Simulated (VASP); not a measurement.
# TaN (P-6m2) in VASP: further runs

TaN is run at these levels: LDA; tasks: single point, relaxation of cell and atoms.

Program: VASP 6.6.1. These are calculated values, not measurements. Logs are shortened: lines on timing, memory, paths and dates and some standing lists are left out, and cuts for length are marked.

## Step 1: The cell of the first run

The structure is hexagonal, space group P-6m2 (No. 187). The conventional cell has a = 2.907 Å, b = 2.907 Å, c = 2.852 Å, α = 90.00°, β = 90.00°, γ = 120.00°. Ta (site symmetry -6m2) has 6 N at 2.20 Å and 8 Ta at 2.85 to 2.91 Å within 3.0 Å. Within 3.0 Å of N (site symmetry -6m2) lie 6 Ta at 2.20 Å and 8 N at 2.85 to 2.91 Å.

## Step 2: Single point, LDA

INCAR

```
SYSTEM = TaN
PREC     = Accurate       ! precision mode
ENCUT    = 520            ! plane-wave cutoff, eV
EDIFF    = 1E-6           ! SCF threshold, eV
ISMEAR   = 0              ! smearing method
SIGMA    = 0.1            ! smearing width, eV
LREAL    = .False.        ! projectors in reciprocal space
LASPH    = .True.         ! aspherical terms in the spheres
NELM     = 80             ! most SCF steps
ALGO     = Normal         ! electronic algorithm
ISIF     = 2              ! what is computed and relaxed
LWAVE    = .False.        ! write WAVECAR
LCHARG   = .False.        ! write CHGCAR
NBANDS   = 15             ! bands
```

KPOINTS

```
Automatic mesh
0
Gamma
  18 18 14
  0 0 0
```

POSCAR

```
TaN
1.0
    2.9065969660      0.0000000000      0.0000000000
   -1.4532984830      2.5171868112      0.0000000000
    0.0000000000      0.0000000000      2.8516140276
Ta N
1 1
Direct
    0.3333333333      0.6666666667      0.5000000000
    0.0000000000      0.0000000000      0.0000000000
```

Potentials or basis: VASP PAW LDA potentials, release 64 (Ta_pv, N).

Run with:

```sh
> cat potpaw_LDA.64/Ta_pv/POTCAR potpaw_LDA.64/N/POTCAR > POTCAR
> mpirun -np 1 vasp_std > vasp.out
```

OUTCAR:

```text
SYSTEM = TaN
   PREC = Accurate
   ENCUT = 520
   EDIFF = 1E-6
   ISMEAR = 0
   LREAL = .False.
   LASPH = .True.
   NELM = 80
   ISIF = 2

 ion  position               nearest neighbor table
   1  0.333  0.667  0.500-   2 2.20   2 2.20   2 2.20   2 2.20   2 2.20   2 2.20
   2  0.000  0.000  0.000-   1 2.20   1 2.20   1 2.20   1 2.20   1 2.20   1 2.20

  LATTYP: Found a hexagonal cell.
 ALAT       =     2.9065969660
 C/A-ratio  =     0.9810833979

  Lattice vectors:

 A1 = (   2.9065969660,   0.0000000000,   0.0000000000)
 A2 = (  -1.4532984830,   2.5171868112,   0.0000000000)
 A3 = (   0.0000000000,   0.0000000000,   2.8516140276)

Analysis of symmetry for initial positions (statically):
=====================================================================
 Subroutine PRICEL returns:
 Original cell was already a primitive cell.

 Routine SETGRP: Setting up the symmetry group for a
 hexagonal supercell.

 Subroutine GETGRP returns: Found 12 space group operations
 (whereof 12 operations were pure point group operations)
 out of a pool of 24 trial point group operations.

The static configuration has the point symmetry D_3h.

Analysis of symmetry for dynamics (positions and initial velocities):
=====================================================================
 Subroutine PRICEL returns:
 Original cell was already a primitive cell.

 Routine SETGRP: Setting up the symmetry group for a
 hexagonal supercell.

 Subroutine GETGRP returns: Found 12 space group operations
 (whereof 12 operations were pure point group operations)
 out of a pool of 24 trial point group operations.

The dynamic configuration has the point symmetry D_3h.

 Subroutine INISYM returns: Found 12 space group operations
 (whereof 12 operations are pure point group operations),
 and found     1 'primitive' translations

----------------------------------------------------------------------------------------

                                     Primitive cell

  volume of cell :      20.8637

  direct lattice vectors                    reciprocal lattice vectors
     2.906596966  0.000000000  0.000000000     0.344044947  0.198634443  0.000000000
    -1.453298483  2.517186811  0.000000000     0.000000000  0.397268886  0.000000000
     0.000000000  0.000000000  2.851614028     0.000000000  0.000000000  0.350678595

  length of vectors
     2.906596966  2.906596966  2.851614028     0.397268886  0.397268886  0.350678595

  position of ions in fractional coordinates (direct lattice)
     0.333333333  0.666666667  0.500000000
     0.000000000  0.000000000  0.000000000

  ion indices of the primitive-cell ions
   primitive index   ion index
                 1           1
                 2           2

----------------------------------------------------------------------------------------

 KPOINTS: Automatic mesh

Automatic generation of k-mesh.
 Grid dimensions read from file:
 generate k-points for:   18   18   14

 Generating k-lattice:

  Cartesian coordinates                     Fractional coordinates (reciprocal lattice)
     0.019113608  0.011035247  0.000000000     0.055555556  0.000000000  0.000000000
     0.000000000  0.022070494  0.000000000     0.000000000  0.055555556  0.000000000
     0.000000000  0.000000000  0.025048471     0.000000000  0.000000000  0.071428571

  Length of vectors
     0.022070494  0.022070494  0.025048471

  Shift w.r.t. Gamma in fractional coordinates (k-lattice)
     0.000000000  0.000000000  0.000000000

 Subroutine IBZKPT returns following result:
 ===========================================

 Found    296 irreducible k-points:

 Following reciprocal coordinates:
            Coordinates               Weight
  0.000000  0.000000  0.000000      1.000000
  0.055556  0.000000  0.000000      6.000000
  0.111111  0.000000  0.000000      6.000000
  0.166667 -0.000000  0.000000      6.000000
  0.222222  0.000000  0.000000      6.000000
  0.277778  0.000000  0.000000      6.000000
[... 16 lines left out ...]
  0.333333  0.111111  0.000000     12.000000
  0.388889  0.111111  0.000000     12.000000
 [... further k-points ...]
   k-points           NKPTS =    296   k-points in BZ     NKDIM =    296   number of bands    NBANDS=     15
   number of dos      NEDOS =    301   number of ions     NIONS =      2
   total plane-waves  NPLWV =  13824
   dimension x,y,z NGX =    24 NGY =   24 NGZ =   24
   dimension x,y,z NGXF=    48 NGYF=   48 NGZF=   48
   ions per type =               1   1
   NGX,Y,Z   is equivalent  to a cutoff of  13.73, 13.73, 13.99 a.u.
   NGXF,Y,Z  is equivalent  to a cutoff of  27.45, 27.45, 27.98 a.u.
 SYSTEM =  TaN
   PREC   = accura    normal or accurate (medium, high low for compatibility)
   ISTART =      0    job   : 0-new  1-cont  2-samecut
   ICHARG =      2    charge: 1-file 2-atom 10-const
   ISPIN  =      1    spin polarized calculation?
   LNONCOLLINEAR =      F non collinear calculations
   LSORBIT =      F    spin-orbit coupling
   LASPH  =      T    aspherical Exc in radial PAW
   ENCUT  =  520.0 eV  38.22 Ry    6.18 a.u.   5.40  5.40  5.30*2*pi/ulx,y,z
   NELM   =     80;   NELMIN=  2; NELMDL= -5     # of ELM steps
   EDIFF  = 0.1E-05   stopping-criterion for ELM
   LREAL  =      F    real-space projection
   EDIFFG = 0.1E-04   stopping-criterion for IOM
   NSW    =      0    number of steps for IOM
   IBRION =     -1    ionic relax: 0-MD 1-quasi-New 2-CG
   NFREE  =      0    steps in history (QN), initial steepest desc. (CG)
   ISIF   =      2    stress and relaxation
   ISYM   =      2    0-nonsym 1-usesym 2-fastsym
   POTIM  = 0.5000    time-step for ionic-motion
   TEBEG  =    0.0;   TEEND  =   0.0 temperature during run
   PSTRESS=    0.0 pullay stress
   NELECT =      16.0000    total number of electrons
   NUPDOWN=      -1.0000    fix difference up-down
   EMIN   =  10.00;   EMAX   =-10.00  energy-range for DOS
   EFERMI =   0.00;   METHOD = LEGACY
   ISMEAR =     0;   SIGMA  =   0.10  broadening in eV -4-tet -1-fermi 0-gaus
   EFERMI_NEDOS =   21; number of points for ismear=-14 and -15
   IALGO  =     38    algorithm
   IMIX   =      4    mixing-type and parameters
     AMIX     =   0.40;   BMIX     =  1.00
     AMIX_MAG =   1.60;   BMIX_MAG =  1.00
  volume/ion in A,a.u.               =      10.43        70.40
  Fermi-wavevector in a.u.,A,eV,Ry     =   1.498481  2.831718 30.551126  2.245444
  Thomas-Fermi vector in A             =   2.610234
   LORBIT       =      0    0 simple, 1 ext, 2 COOP (PROOUT), +10 PAW based schemes
   GGA     = CA    functional components
   LHFCALC =     F    Hartree Fock is set to
   AEXX    =    0.0000 exact exchange contribution
   IVDW    =     0    specifies the selected vdW correction
   LEPSILON=     F    determine dielectric tensor
   LRPA    =     F    only Hartree local field effects (RPA)
 non-spin polarized calculation
 Gauss-broadening in eV      SIGMA  =   0.10
  energy-cutoff  :      520.00
  volume of cell :       20.86
 maximum number of plane-waves:       581
 NGX is ok and might be reduce to    24
   NGX = 11   NGY = 11   NGZ = 11

 number of electron      16.0000000 magnetization

 Free energy of the ion-electron system (eV)
  ---------------------------------------------------
  ext. energy  EPLUGINS =         0.00000000
  ---------------------------------------------------
  free energy    TOTEN  =       -24.71743184 eV

  energy without entropy =      -24.71717449  energy(sigma->0) =      -24.71730317

 E-fermi :   8.4142     XC(G=0): -13.7577

 val. band max:        8.3699538010   @ k =   0.0000   0.0000   0.4286
 cond. band min:       8.4458095248   @ k =   0.0556   0.0000   0.5000
 fundamental gap:      0.0758557238
 Fermi energy:         8.4141891660

 k-point     1 :       0.0000    0.0000    0.0000
  band No.  band energies     occupation
      1     -26.0821      2.00000
      2     -25.7997      2.00000
      3     -25.7997      2.00000
      4      -9.3258      2.00000
      5       3.7675      2.00000
      6       3.7675      2.00000
      7       4.1064      2.00000
      8       5.5492      2.00000
      9      11.0717      0.00000
     10      12.1914      0.00000
     11      12.1914      0.00000
     12      12.5781      0.00000
     13      12.5781      0.00000
     14      20.9600      0.00000
     15      21.8916      0.00000

 k-point     2 :       0.0556    0.0000    0.0000
  band No.  band energies     occupation
      1     -26.0772      2.00000
      2     -25.8388      2.00000
      3     -25.8079      2.00000
      4      -9.2556      2.00000
      5       3.5548      2.00000
      6       3.8207      2.00000
      7       4.2171      2.00000
      8       5.4470      2.00000
      9      11.3184      0.00000
     10      12.0437      0.00000
     11      12.1998      0.00000
     12      12.5427      0.00000
     13      12.6722      0.00000
     14      20.9607      0.00000
     15      21.8719      0.00000

 k-point     3 :       0.1111    0.0000    0.0000
  band No.  band energies     occupation
      1     -26.0629      2.00000
      2     -25.9498      2.00000
      3     -25.8315      2.00000
      4      -9.0531      2.00000
      5       3.0601      2.00000
      6       3.9721      2.00000
      7       4.4686      2.00000
      8       5.1698      2.00000
      9      11.6371      0.00000
     10      11.9897      0.00000
     11      12.2345      0.00000
     12      12.4422      0.00000
     13      12.9165      0.00000
     14      20.9623      0.00000
     15      21.8217      0.00000
[... 343 lines left out ...]
 k-point    23 :       0.3333    0.1111    0.0000
  band No.  band energies     occupation
      1     -26.8247      2.00000
      2     -26.1175      2.00000
      3     -25.9292      2.00000
      4      -7.0601      2.00000
      5       0.4322      2.00000
      6       3.3238      2.00000
      7       4.2703      2.00000
      8       6.0544      2.00000
      9      10.9446      0.00000
     10      10.9527      0.00000
     11      13.5228      0.00000
     12      14.6315      0.00000
     13      16.5908      0.00000
     14      20.9654      0.00000
     15      22.0189      0.00000

 k-point    24 :       0.3889    0.1111    0.0000
  band No.  band energies     occupation
      1     -26.9064      2.00000
      2     -26.1469      2.00000
      3     -25.9154      2.00000
      4      -6.8339      2.00000
      5       0.2421      2.00000
      6       3.1773      2.00000
      7       4.1334      2.00000
      8       6.1138      2.00000
      9      10.8013      0.00000
     10      11.6593      0.00000
     11      13.2447      0.00000
     12      14.7112      0.00000
     13      17.4920      0.00000
     14      20.8748      0.00000
     15      21.1517      0.00000

 [... further k-points ...]

------------------------ aborting loop because EDIFF is reached ----------------------------------------

  FORCE on cell =-STRESS in cart. coord.  units (eV):
  Direction    XX          YY          ZZ          XY          YZ          ZX
  --------------------------------------------------------------------------------------
  -------------------------------------------------------------------------------------
  Total        0.2528405      0.2528405      0.2822392      0.0000000      0.0000000      0.0000000
  in kB       19.4162898     19.4162898     21.6738904      0.0000000      0.0000000      0.0000000
  external PRESSURE =      20.1688234 kB  Pullay stress =       0.0000000 kB

 VOLUME and BASIS-vectors are now :
 -----------------------------------------------------------------------------
  energy-cutoff  :      520.00
  volume of cell :       20.86
      direct lattice vectors                 reciprocal lattice vectors
     2.906596966  0.000000000  0.000000000     0.344044947  0.198634443  0.000000000
    -1.453298483  2.517186811  0.000000000     0.000000000  0.397268886  0.000000000
     0.000000000  0.000000000  2.851614028     0.000000000  0.000000000  0.350678595

 POSITION                                       TOTAL-FORCE (eV/Angst)
 -----------------------------------------------------------------------------------
     -0.00000      1.67812      1.42581         0.000000      0.000000      0.000000
      0.00000      0.00000      0.00000        -0.000000      0.000000      0.000000
 -----------------------------------------------------------------------------------
    total drift:                                0.000000     -0.000000     -0.000000

  FREE ENERGIE OF THE ION-ELECTRON SYSTEM (eV)
  ---------------------------------------------------
  free  energy   TOTEN  =       -24.7174318448 eV

  energy  without entropy=      -24.7171744853  energy(sigma->0) =      -24.71730317
```

It took 85 s on 1 thread of Intel Xeon 8259CL, shared host; peak memory 0.2 GiB.

What came out:

| Item | Value |
| --- | --- |
| Free energy | -24.7174 eV |
| Pressure | 2.0 GPa |
| Band gap on the k mesh | zero (bands 8 and 9 overlap by 0.38 eV) |

Stress tensor (GPa, compression positive):
```
1.94 0.00 0.00
0.00 1.94 0.00
0.00 0.00 2.17
```

Caveat: spin-orbit coupling is left out, which moves the levels of the heavy elements.

(Part 1 of 2 ends here.)
